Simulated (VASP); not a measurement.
# Bi2Se3 (R-3m) in VASP: notebook

Aim: see how the results for Bi2Se3 move with the level of theory and the settings. Levels: PBE, PBEsol+D3(BJ), BLYP+D3(BJ), LDA. Tasks: single point.

Everything below comes from runs of VASP 6.6.1. Logs are shortened: lines on timing, memory, paths and dates and some standing lists are left out, and cuts for length are marked.

## Step 1: The cell of the first run

Symmetry: R-3m, No. 166, trigonal system. Conventional cell: a = 4.143 Å, b = 4.143 Å, c = 28.636 Å, α = 90.00°, β = 90.00°, γ = 120.00°. Within 3.8 Å of Bi (site symmetry 3m) lie 6 Se at 2.85 to 3.07 Å. Within 3.8 Å of Se (site symmetry 3m) lie 3 Bi at 2.85 Å and 3 Se at 3.52 Å. Within 4.3 Å of Se (site symmetry -3m) lie 6 Bi at 3.07 Å and 12 Se at 4.14 to 4.23 Å.

## Step 2: Single point, PBE

INCAR reads:

```
PREC = Accurate
ENCUT = 520
EDIFF = 1E-6
ISMEAR = -1
SIGMA = 0.05
LREAL = False
LASPH = True
NELM = 100
ALGO = Normal
ISIF = 2
LWAVE = False
LCHARG = False
GGA = PE
NBANDS = 32
```

KPOINTS reads:

```
regular mesh
0
Gamma
  6 6 6
```

POSCAR reads:

```
Bi2Se3
1.0
    2.0715000000      1.1959810826      9.5453333333
   -2.0715000000      1.1959810826      9.5453333333
    0.0000000000     -2.3919621653      9.5453333333
Bi Se
2 3
Direct
    0.5992000000      0.5992000000      0.5992000000
    0.4008000000      0.4008000000      0.4008000000
    0.7883000000      0.7883000000      0.7883000000
    0.2117000000      0.2117000000      0.2117000000
    0.0000000000      0.0000000000      0.0000000000
```

Potentials or basis: VASP PAW PBE potentials, release 64 (Bi_d, Se).

The run is started by

```bash
$ cat potpaw_PBE.64/Bi_d/POTCAR potpaw_PBE.64/Se/POTCAR > POTCAR
$ mpirun -np 1 vasp_std > vasp.out
```

OUTCAR:

```text
PREC = Accurate
   ENCUT = 520
   EDIFF = 1E-6
   ISMEAR = -1
   LREAL = False
   LASPH = True
   NELM = 100
   ISIF = 2
   GGA = PE

 ion  position               nearest neighbor table
   1  0.599  0.599  0.599-   4 2.85   4 2.85   4 2.85   5 3.07   5 3.07   5 3.07
   2  0.401  0.401  0.401-   3 2.85   3 2.85   3 2.85   5 3.07   5 3.07   5 3.07
   3  0.788  0.788  0.788-   2 2.85   2 2.85   2 2.85
   4  0.212  0.212  0.212-   1 2.85   1 2.85   1 2.85
   5  0.000  0.000  0.000-   1 3.07   1 3.07   2 3.07   2 3.07   1 3.07   2 3.07

  LATTYP: Found a trigonal (rhomboedric) cell.
 ALAT       =     9.8404710987
 COS(alpha) =     0.9113725833

  Lattice vectors:

 A1 = (   2.0715000000,   1.1959810826,   9.5453333333)
 A2 = (  -2.0715000000,   1.1959810826,   9.5453333333)
 A3 = (   0.0000000000,  -2.3919621653,   9.5453333333)

Analysis of symmetry for initial positions (statically):
=====================================================================
 Subroutine PRICEL returns:
 Original cell was already a primitive cell.

 Routine SETGRP: Setting up the symmetry group for a
 trigonal (rhombohedral) supercell.

 Subroutine GETGRP returns: Found 12 space group operations
 (whereof 12 operations were pure point group operations)
 out of a pool of 12 trial point group operations.

The static configuration has the point symmetry D_3d.

Analysis of symmetry for dynamics (positions and initial velocities):
=====================================================================
 Subroutine PRICEL returns:
 Original cell was already a primitive cell.

 Routine SETGRP: Setting up the symmetry group for a
 trigonal (rhombohedral) supercell.

 Subroutine GETGRP returns: Found 12 space group operations
 (whereof 12 operations were pure point group operations)
 out of a pool of 12 trial point group operations.

The dynamic configuration has the point symmetry D_3d.

 Subroutine INISYM returns: Found 12 space group operations
 (whereof 12 operations are pure point group operations),
 and found     1 'primitive' translations

----------------------------------------------------------------------------------------

                                     Primitive cell

  volume of cell :     141.8899

  direct lattice vectors                    reciprocal lattice vectors
     2.071500000  1.195981083  9.545333333     0.241370987  0.139355604  0.034921078
    -2.071500000  1.195981083  9.545333333    -0.241370987  0.139355604  0.034921078
     0.000000000 -2.391962165  9.545333333     0.000000000 -0.278711209  0.034921078

  length of vectors
     9.840471099  9.840471099  9.840471099     0.280890405  0.280890405  0.280890405

  position of ions in fractional coordinates (direct lattice)
     0.599200000  0.599200000  0.599200000
     0.400800000  0.400800000  0.400800000
     0.788300000  0.788300000  0.788300000
     0.211700000  0.211700000  0.211700000
     0.000000000  0.000000000  0.000000000

  ion indices of the primitive-cell ions
   primitive index   ion index
                 1           1
                 2           2
                 3           3
                 4           4
                 5           5

----------------------------------------------------------------------------------------

 KPOINTS: regular mesh

Automatic generation of k-mesh.
 Grid dimensions read from file:
 generate k-points for:    6    6    6

 Generating k-lattice:

  Cartesian coordinates                     Fractional coordinates (reciprocal lattice)
     0.040228498  0.023225934  0.005820180     0.166666667 -0.000000000  0.000000000
    -0.040228498  0.023225934  0.005820180    -0.000000000  0.166666667  0.000000000
     0.000000000 -0.046451868  0.005820180     0.000000000  0.000000000  0.166666667

  Length of vectors
     0.046815068  0.046815068  0.046815068

  Shift w.r.t. Gamma in fractional coordinates (k-lattice)
     0.000000000  0.000000000  0.000000000

 Subroutine IBZKPT returns following result:
 ===========================================

 Found     32 irreducible k-points:

 Following reciprocal coordinates:
            Coordinates               Weight
  0.000000  0.000000  0.000000      1.000000
  0.166667  0.000000 -0.000000      6.000000
  0.333333 -0.000000 -0.000000      6.000000
  0.500000  0.000000 -0.000000      3.000000
  0.166667  0.166667 -0.000000      6.000000
  0.333333  0.166667 -0.000000     12.000000
[... 16 lines left out ...]
  0.500000  0.500000  0.166667      6.000000
 -0.333333  0.500000  0.166667     12.000000
 [... further k-points ...]
   k-points           NKPTS =     32   k-points in BZ     NKDIM =     32   number of bands    NBANDS=     32
   number of dos      NEDOS =    301   number of ions     NIONS =      5
   total plane-waves  NPLWV = 512000
   dimension x,y,z NGX =    80 NGY =   80 NGZ =   80
   dimension x,y,z NGXF=   160 NGYF=  160 NGZF=  160
   ions per type =               2   3
   NGX,Y,Z   is equivalent  to a cutoff of  13.52, 13.52, 13.52 a.u.
   NGXF,Y,Z  is equivalent  to a cutoff of  27.03, 27.03, 27.03 a.u.
 SYSTEM =  unknown system
   PREC   = accura    normal or accurate (medium, high low for compatibility)
   ISTART =      0    job   : 0-new  1-cont  2-samecut
   ICHARG =      2    charge: 1-file 2-atom 10-const
   ISPIN  =      1    spin polarized calculation?
   LNONCOLLINEAR =      F non collinear calculations
   LSORBIT =      F    spin-orbit coupling
   LASPH  =      T    aspherical Exc in radial PAW
   ENCUT  =  520.0 eV  38.22 Ry    6.18 a.u.  18.30 18.30 18.30*2*pi/ulx,y,z
   NELM   =    100;   NELMIN=  2; NELMDL= -5     # of ELM steps
   EDIFF  = 0.1E-05   stopping-criterion for ELM
   LREAL  =      F    real-space projection
   EDIFFG = 0.1E-04   stopping-criterion for IOM
   NSW    =      0    number of steps for IOM
   IBRION =     -1    ionic relax: 0-MD 1-quasi-New 2-CG
   NFREE  =      0    steps in history (QN), initial steepest desc. (CG)
   ISIF   =      2    stress and relaxation
   ISYM   =      2    0-nonsym 1-usesym 2-fastsym
   POTIM  = 0.5000    time-step for ionic-motion
   TEBEG  =    0.0;   TEEND  =   0.0 temperature during run
   PSTRESS=    0.0 pullay stress
   NELECT =      48.0000    total number of electrons
   NUPDOWN=      -1.0000    fix difference up-down
   EMIN   =  10.00;   EMAX   =-10.00  energy-range for DOS
   EFERMI =   0.00;   METHOD = LEGACY
   ISMEAR =    -1;   SIGMA  =   0.05  broadening in eV -4-tet -1-fermi 0-gaus
   EFERMI_NEDOS =   21; number of points for ismear=-14 and -15
   IALGO  =     38    algorithm
   IMIX   =      4    mixing-type and parameters
     AMIX     =   0.40;   BMIX     =  1.00
     AMIX_MAG =   1.60;   BMIX_MAG =  1.00
  volume/ion in A,a.u.               =      28.38       191.50
  Fermi-wavevector in a.u.,A,eV,Ry     =   1.140700  2.155610 17.703848  1.301196
  Thomas-Fermi vector in A             =   2.277401
   LORBIT       =      0    0 simple, 1 ext, 2 COOP (PROOUT), +10 PAW based schemes
   GGA     = PE    functional components
   LHFCALC =     F    Hartree Fock is set to
   AEXX    =    0.0000 exact exchange contribution
   IVDW    =     0    specifies the selected vdW correction
   LEPSILON=     F    determine dielectric tensor
   LRPA    =     F    only Hartree local field effects (RPA)
 non-spin polarized calculation
  energy-cutoff  :      520.00
  volume of cell :      141.89
 maximum number of plane-waves:      3848
 NGX is ok and might be reduce to    80
   NGX = 37   NGY = 37   NGZ = 37

 number of electron      47.9999997 magnetization

 Free energy of the ion-electron system (eV)
  ---------------------------------------------------
  ext. energy  EPLUGINS =         0.00000000
  ---------------------------------------------------
  free energy    TOTEN  =       -20.15634844 eV

  energy without entropy =      -20.15597510  energy(sigma->0) =      -20.15616177

 E-fermi :   5.0758     XC(G=0):  -9.4973

 val. band max:        4.9657631800   @ k =   0.0000   0.0000   0.0000
 cond. band min:       5.1847382567   @ k =   0.0000   0.0000   0.0000
 fundamental gap:      0.2189750767
 Fermi energy:         5.0757942992

 k-point     1 :       0.0000    0.0000    0.0000
  band No.  band energies     occupation
      1     -18.1612      2.00000
      2     -18.1612      2.00000
      3     -18.1595      2.00000
      4     -18.1595      2.00000
      5     -18.1527      2.00000
      6     -18.1501      2.00000
[... 24 lines left out ...]
     31      10.8011      0.00000
     32      11.9749      0.00000

 k-point     2 :       0.1667    0.0000   -0.0000
  band No.  band energies     occupation
      1     -18.1651      2.00000
      2     -18.1627      2.00000
      3     -18.1551      2.00000
      4     -18.1533      2.00000
      5     -18.1490      2.00000
      6     -18.1465      2.00000
[... 24 lines left out ...]
     31      10.0906      0.00000
     32      10.9867      0.00000

 k-point     3 :       0.3333   -0.0000   -0.0000
  band No.  band energies     occupation
      1     -18.1752      2.00000
      2     -18.1711      2.00000
      3     -18.1527      2.00000
      4     -18.1483      2.00000
      5     -18.1481      2.00000
      6     -18.1451      2.00000
[... 24 lines left out ...]
     31       9.4581      0.00000
     32      11.4409      0.00000

 k-point     4 :       0.5000    0.0000   -0.0000
  band No.  band energies     occupation
      1     -18.1809      2.00000
      2     -18.1758      2.00000
      3     -18.1554      2.00000
      4     -18.1506      2.00000
      5     -18.1485      2.00000
      6     -18.1439      2.00000
[... 654 lines left out ...]
     31       9.5687      0.00000
     32      11.8482      0.00000

 k-point    23 :       0.5000    0.5000    0.1667
  band No.  band energies     occupation
      1     -18.1751      2.00000
      2     -18.1711      2.00000
      3     -18.1527      2.00000
      4     -18.1483      2.00000
      5     -18.1481      2.00000
      6     -18.1451      2.00000
[... 24 lines left out ...]
     31       9.3838      0.00000
     32      11.2301      0.00000

 k-point    24 :      -0.3333    0.5000    0.1667
  band No.  band energies     occupation
      1     -18.1738      2.00000
      2     -18.1701      2.00000
      3     -18.1530      2.00000
      4     -18.1509      2.00000
      5     -18.1478      2.00000
      6     -18.1469      2.00000
[... 24 lines left out ...]
     31       9.9028      0.00000
     32      11.4619      0.00000

 [... further k-points ...]

------------------------ aborting loop because EDIFF is reached ----------------------------------------

  FORCE on cell =-STRESS in cart. coord.  units (eV):
  Direction    XX          YY          ZZ          XY          YZ          ZX
  --------------------------------------------------------------------------------------
  -------------------------------------------------------------------------------------
  Total        2.2431115      2.2431115      2.2813601      0.0000000     -0.0000000     -0.0000000
  in kB       25.3285220     25.3285220     25.7604135      0.0000000     -0.0000000     -0.0000000
  external PRESSURE =      25.4724858 kB  Pullay stress =       0.0000000 kB

 VOLUME and BASIS-vectors are now :
 -----------------------------------------------------------------------------
  energy-cutoff  :      520.00
  volume of cell :      141.89
      direct lattice vectors                 reciprocal lattice vectors
     2.071500000  1.195981083  9.545333333     0.241370987  0.139355604  0.034921078
    -2.071500000  1.195981083  9.545333333    -0.241370987  0.139355604  0.034921078
     0.000000000 -2.391962165  9.545333333     0.000000000 -0.278711209  0.034921078

 POSITION                                       TOTAL-FORCE (eV/Angst)
 -----------------------------------------------------------------------------------
      0.00000     -0.00000     17.15869         0.000000     -0.000000      0.192066
      0.00000     -0.00000     11.47731         0.000000      0.000000     -0.192066
      0.00000     -0.00000     22.57376         0.000000     -0.000000      0.188684
      0.00000     -0.00000      6.06224         0.000000      0.000000     -0.188684
      0.00000      0.00000      0.00000         0.000000     -0.000000      0.000000
 -----------------------------------------------------------------------------------
    total drift:                                0.000000      0.000000     -0.000000

  FREE ENERGIE OF THE ION-ELECTRON SYSTEM (eV)
  ---------------------------------------------------
  free  energy   TOTEN  =       -20.1563484445 eV

  energy  without entropy=      -20.1559750969  energy(sigma->0) =      -20.15616177
```

Run time: 26 min. Hardware: 1 thread of Intel Xeon 8259CL, shared host; peak memory 0.92 GiB.

What came out:

* Free energy: -20.1563 eV
* Pressure: 2.5 GPa
* Largest force: 0.192 eV/Å
* Band gap on the k mesh: 0.22 eV

Forces in eV/Å, atoms in the order of the input:
```
Bi   0.000  0.000  0.192
Bi   0.000  0.000 -0.192
Se   0.000  0.000  0.189
Se   0.000  0.000 -0.189
Se   0.000  0.000  0.000
```

Levels at points of the mesh, in eV from the valence-band top:
```csv
k point,band 22,band 23,band 24,band 25,band 26,band 27
"(0.00, 0.00, 0.00)",-1.21,-1.21,0.00,0.22,1.40,1.40
"(0.50, 0.00, 0.00)",-2.15,-1.24,-0.56,0.84,1.93,2.96
"(0.50, 0.50, 0.00)",-1.88,-1.64,-1.00,1.34,1.95,2.60
"(0.50, 0.50, 0.50)",-1.38,-1.38,-0.44,0.63,1.71,1.71
```

Caveat: spin-orbit coupling is left out, which moves the levels of the heavy elements. A k mesh can miss the band edges.

[end of part 1 of 3]
